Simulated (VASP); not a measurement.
# ZrH (I-4m2) in VASP: relaxation of cell and atoms with LDA

Aim: the relaxation of cell and atoms of ZrH with LDA.

Everything below comes from runs of VASP 6.6.1. Logs are shortened: lines on timing, memory, paths and dates and some standing lists are left out, and cuts for length are marked.

### Step 1. The cell of the first run

Symmetry: I-4m2, No. 119, tetragonal system. Conventional cell: a = 3.288 Å, b = 3.288 Å, c = 5.009 Å, α = 90.00°, β = 90.00°, γ = 90.00°. Within 2.7 Å of Zr (site symmetry -4m2) lie 4 H at 2.07 Å. Within 2.7 Å of H (site symmetry -4m2) lie 4 Zr at 2.07 Å.

### Step 2. Relaxation of cell and atoms, LDA

Contents of INCAR:

```
SYSTEM = ZrH
PREC = Accurate
ENCUT = 600
EDIFF = 1E-7
ISMEAR = -1
SIGMA = 0.1
LREAL = .False.
LASPH = .True.
NELM = 60
ALGO = Normal
ISIF = 3
LWAVE = .False.
LCHARG = .False.
IBRION = 2
NSW = 60
EDIFFG = -0.02
```

Contents of KPOINTS:

```
Automatic mesh
0
Gamma
  11 11 11
  0 0 0
```

Contents of POSCAR:

```
ZrH
1.0
   -1.6439080000      1.6439080000      2.5043990000
    1.6439080000     -1.6439080000      2.5043990000
    1.6439080000      1.6439080000     -2.5043990000
Zr H
1 1
Direct
    0.0000000000      0.0000000000      0.0000000000
    0.7500000000      0.2500000000      0.5000000000
```

Potentials or basis: VASP PAW LDA potentials, release 64 (Zr_sv, H).

Launch:

```sh
cat potpaw_LDA.64/Zr_sv/POTCAR potpaw_LDA.64/H/POTCAR > POTCAR
mpirun -np 1 vasp_std > vasp.out
```

OUTCAR:

```text
SYSTEM = ZrH
   PREC = Accurate
   ENCUT = 600
   EDIFF = 1E-7
   ISMEAR = -1
   LREAL = .False.
   LASPH = .True.
   NELM = 60
   ISIF = 3
   IBRION = 2
   NSW = 60
   EDIFFG = -0.02

 ion  position               nearest neighbor table
   1  0.000  0.000  0.000-   2 2.07   2 2.07   2 2.07   2 2.07
   2  0.750  0.250  0.500-   1 2.07   1 2.07   1 2.07   1 2.07

  LATTYP: Found a body centered tetragonal cell.
 ALAT       =     3.2878160000
 C/A-ratio  =     1.5234423094

  Lattice vectors:

 A1 = (  -1.6439080000,   1.6439080000,   2.5043990000)
 A2 = (   1.6439080000,  -1.6439080000,   2.5043990000)
 A3 = (   1.6439080000,   1.6439080000,  -2.5043990000)

Analysis of symmetry for initial positions (statically):
=====================================================================
 Subroutine PRICEL returns:
 Original cell was already a primitive cell.

 Routine SETGRP: Setting up the symmetry group for a
 body centered tetragonal supercell.

 Subroutine GETGRP returns: Found  8 space group operations
 (whereof  8 operations were pure point group operations)
 out of a pool of 16 trial point group operations.

The static configuration has the point symmetry D_2d.

Analysis of symmetry for dynamics (positions and initial velocities):
=====================================================================
 Subroutine PRICEL returns:
 Original cell was already a primitive cell.

 Routine SETGRP: Setting up the symmetry group for a
 body centered tetragonal supercell.

 Subroutine GETGRP returns: Found  8 space group operations
 (whereof  8 operations were pure point group operations)
 out of a pool of 16 trial point group operations.

The dynamic configuration has the point symmetry D_2d.

 Subroutine INISYM returns: Found  8 space group operations
 (whereof  8 operations are pure point group operations),
 and found     1 'primitive' translations

----------------------------------------------------------------------------------------

                                     Primitive cell

  volume of cell :      27.0719

  direct lattice vectors                    reciprocal lattice vectors
    -1.643908000  1.643908000  2.504399000     0.000000000  0.304153274  0.199648698
     1.643908000 -1.643908000  2.504399000     0.304153274  0.000000000  0.199648698
     1.643908000  1.643908000 -2.504399000     0.304153274  0.304153274  0.000000000

  length of vectors
     3.417145209  3.417145209  3.417145209     0.363825256  0.363825256  0.430137685

  position of ions in fractional coordinates (direct lattice)
[... 99 lines left out ...]
     AMIX_MAG =   1.60;   BMIX_MAG =  1.00
  volume/ion in A,a.u.               =      13.54        91.35
  Fermi-wavevector in a.u.,A,eV,Ry     =   1.281985  2.422601 22.360995  1.643487
  Thomas-Fermi vector in A             =   2.414323
   LORBIT       =      0    0 simple, 1 ext, 2 COOP (PROOUT), +10 PAW based schemes
   GGA     = CA    functional components
   LHFCALC =     F    Hartree Fock is set to
   AEXX    =    0.0000 exact exchange contribution
   IVDW    =     0    specifies the selected vdW correction
   LEPSILON=     F    determine dielectric tensor
   LRPA    =     F    only Hartree local field effects (RPA)
 conjugate gradient relaxation of ions
 non-spin polarized calculation
  energy-cutoff  :      600.00
  volume of cell :       27.07
 maximum number of plane-waves:       922
   NGX = 13   NGY = 13   NGZ = 13

--------------------------------------- Ionic step        1  -------------------------------------------

 number of electron      12.9999999 magnetization

 Free energy of the ion-electron system (eV)
  ---------------------------------------------------
  ext. energy  EPLUGINS =         0.00000000
  ---------------------------------------------------
  free energy    TOTEN  =       -13.54329124 eV

  energy without entropy =      -13.49113160  energy(sigma->0) =      -13.51721142

------------------------ aborting loop because EDIFF is reached ----------------------------------------

  FORCE on cell =-STRESS in cart. coord.  units (eV):
  Direction    XX          YY          ZZ          XY          YZ          ZX
  --------------------------------------------------------------------------------------
  -------------------------------------------------------------------------------------
  Total       -1.0730660     -1.0730660     -1.1141015      0.0000000      0.0000000      0.0000000
  in kB      -63.5065456    -63.5065456    -65.9351219      0.0000000      0.0000000      0.0000000
  external PRESSURE =     -64.3160710 kB  Pullay stress =       0.0000000 kB
[... 167 lines left out ...]
--------------------------------------- Ionic step        6  -------------------------------------------

 number of electron      13.0000000 magnetization

 Free energy of the ion-electron system (eV)
  ---------------------------------------------------
  ext. energy  EPLUGINS =         0.00000000
  ---------------------------------------------------
  free energy    TOTEN  =       -13.57482378 eV

  energy without entropy =      -13.52370925  energy(sigma->0) =      -13.54926651

 E-fermi :   8.0392     XC(G=0): -11.3286

 val. band max:        8.0159088407   @ k =   0.4545   0.2727   0.0909
 cond. band min:       8.0420538061   @ k =  -0.1818   0.2727   0.1818
 fundamental gap:      0.0261449654
 Fermi energy:         8.0391550034

 k-point     1 :       0.0000    0.0000    0.0000
  band No.  band energies     occupation
      1     -40.3915      2.00000
      2     -18.2078      2.00000
      3     -18.1717      2.00000
      4     -18.1717      2.00000
      5       0.1167      2.00000
      6       8.1609      0.45673
      7       8.8796      0.00045
      8       8.8796      0.00045
      9      10.4093      0.00000
     10      11.6051      0.00000
[... 287 lines left out ...]
 k-point    24 :      -0.1818    0.1818    0.0000
  band No.  band energies     occupation
      1     -40.3469      2.00000
      2     -18.4218      2.00000
      3     -18.2851      2.00000
      4     -18.2753      2.00000
      5       1.0899      2.00000
      6       6.9048      1.99998
      7       9.0631      0.00007
      8       9.4350      0.00000
      9       9.9197      0.00000
     10      11.1917      0.00000

 [... further k-points ...]

------------------------ aborting loop because EDIFF is reached ----------------------------------------

  FORCE on cell =-STRESS in cart. coord.  units (eV):
  Direction    XX          YY          ZZ          XY          YZ          ZX
  --------------------------------------------------------------------------------------
  -------------------------------------------------------------------------------------
  Total       -0.0398709     -0.0398709      0.0181118      0.0000000      0.0000000      0.0000000
  in kB       -2.4956989     -2.4956989      1.1337006      0.0000000      0.0000000      0.0000000
  external PRESSURE =      -1.2858991 kB  Pullay stress =       0.0000000 kB
[... 17 lines left out ...]
  FREE ENERGIE OF THE ION-ELECTRON SYSTEM (eV)
  ---------------------------------------------------
  free  energy   TOTEN  =       -13.5748237775 eV

  energy  without entropy=      -13.5237092525  energy(sigma->0) =      -13.54926651

 reached required accuracy - stopping structural energy minimisation
```

OSZICAR:

```text
N       E                     dE             d eps       ncg     rms          rms(c)
DAV:   1     0.988187819890E+02    0.98819E+02   -0.77343E+03  2520   0.137E+03
DAV:   2    -0.106486319368E+02   -0.10947E+03   -0.10733E+03  2716   0.331E+02
DAV:   3    -0.144784475414E+02   -0.38298E+01   -0.37547E+01  3722   0.582E+01
[... 52 lines left out ...]
DAV:   2    -0.135750929638E+02    0.83936E-03   -0.14988E-03  2806   0.423E-01    0.968E-02
DAV:   3    -0.135748218456E+02    0.27112E-03   -0.75240E-04  2800   0.273E-01    0.182E-02
DAV:   4    -0.135748235959E+02   -0.17503E-05   -0.13878E-05  2766   0.462E-02    0.646E-03
DAV:   5    -0.135748238033E+02   -0.20743E-06   -0.11244E-06  3636   0.105E-02    0.180E-03
DAV:   6    -0.135748237775E+02    0.25836E-07   -0.56790E-08  1594   0.280E-03
   6 F= -.13574824E+02 E0= -.13549267E+02  d E =-.304227E-03
```

Run time: 4.5 min. Hardware: 1 thread of Intel Xeon 8259CL, shared host; peak memory 0.19 GiB.

What came out:

```
Free energy                           : -13.5748 eV
Relaxed volume                        : 12.80 Å³/atom
Relaxed cell                          : a = 3.358 Å, b = 3.358 Å, c = 3.358 Å, α = 122.69°, β = 122.69°, γ = 85.40°
Space group after relaxing (to 0.1 Å) : I-4m2 (No. 119)
Energy gained by relaxing             : 15.8 meV/atom
Ionic steps                           : 6
Pressure after relaxing               : -0.1 GPa
Band gap on the k mesh                : zero (an odd number of electrons rules out a gap without spin polarisation)
```

The path:
```csv
step,energy change (eV),largest force (eV/Å),pressure (GPa),volume (Å³)
1,0.0000,0.0000,-6.43,27.07
2,-0.0258,0.0000,3.04,25.00
3,-0.0312,0.0000,0.00,25.58
4,-0.0312,0.0000,-0.14,25.61
5,-0.0313,0.0000,-0.14,25.61
6,-0.0315,0.0000,-0.13,25.60
```

Final structure:
```
Zr H
1.0
    -1.61029    1.61029    2.46780
     1.61029   -1.61029    2.46780
     1.61029    1.61029   -2.46780
Zr H
1 1
Direct
  0.00000 0.00000 0.00000
  0.75000 0.25000 0.50000
```

Levels at points of the mesh, in eV from the Fermi level:
```
           k point  band 2  band 3  band 4  band 5  band 6  band 7  band 8  band 9  band 10
(0.00, 0.00, 0.00)  -26.25  -26.21  -26.21   -7.92    0.12    0.84    0.84    2.37     3.57
```
